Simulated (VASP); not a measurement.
Be2ZnTe5: single point with PBE

The system is Be2ZnTe5.

```
CELL_PARAMETERS angstrom
4.08433 0.00000 0.00000
-2.04216 3.53713 0.00000
0.00000 0.00000 15.00908
ATOMIC_POSITIONS crystal
Be 0.00000 0.00000 0.19712
Be 0.66667 0.33333 0.65906
Zn 0.33333 0.66667 0.42494
Te 0.00000 0.00000 0.03040
Te 0.33333 0.66667 0.24675
Te 0.66667 0.33333 0.49556
Te 0.00000 0.00000 0.71188
Te 0.33333 0.66667 0.89529
```

- Program: VASP 6.6.1
- Task: single point
- Functional: PBE
- Potentials or basis: VASP PAW PBE potentials, release 64 (Be, Zn, Te)
- Cutoff: 520 eV
- k mesh: 12 × 12 × 2
- Occupations: gaussian, width 0.1 eV
- Spin: no spin polarisation
- Dipole correction: no
- Further INCAR settings: ALGO = Normal; EDIFF = 1e-06; NBANDS = 33

```yaml
Pressure: 0.1 GPa
Largest_force: 0.013 eV/Å
Band_gap_on_the_k_mesh: zero (bands 23 and 24 overlap by 0.60 eV)
```

Forces on the atoms (eV/Å):
```
Be   0.000  0.000  0.003
Be   0.000  0.000  0.006
Zn   0.000  0.000 -0.001
Te   0.000  0.000 -0.008
Te   0.000  0.000 -0.003
Te   0.000  0.000 -0.004
Te   0.000  0.000  0.013
Te   0.000  0.000 -0.005
```

Levels at points of the mesh, in eV from the Fermi level:
```
           k point  band 19  band 20  band 21  band 22  band 23  band 24  band 25  band 26  band 27  band 28
(0.00, 0.00, 0.00)    -1.05    -1.05    -0.30    -0.30     0.43     0.43     0.89     2.17     2.59     2.78
(0.50, 0.00, 0.00)    -2.61    -2.33    -2.09    -1.43    -0.73     0.15     0.51     1.97     2.22     2.44
(0.00, 0.00, 0.50)    -1.10    -0.68    -0.26    -0.26     0.32     0.42     0.42     2.18     2.70     2.74
(0.50, 0.00, 0.50)    -2.72    -2.19    -1.51    -1.50    -0.69    -0.16     0.54     2.02     2.18     2.55
```

It took 12 min on 1 thread of Intel Xeon 8259CL, on a shared host, peak memory 0.47 GiB.

Caveat: semilocal functionals underestimate gaps, and a narrow one can read as zero; spin-orbit coupling is left out, which moves the levels of the heavy elements.
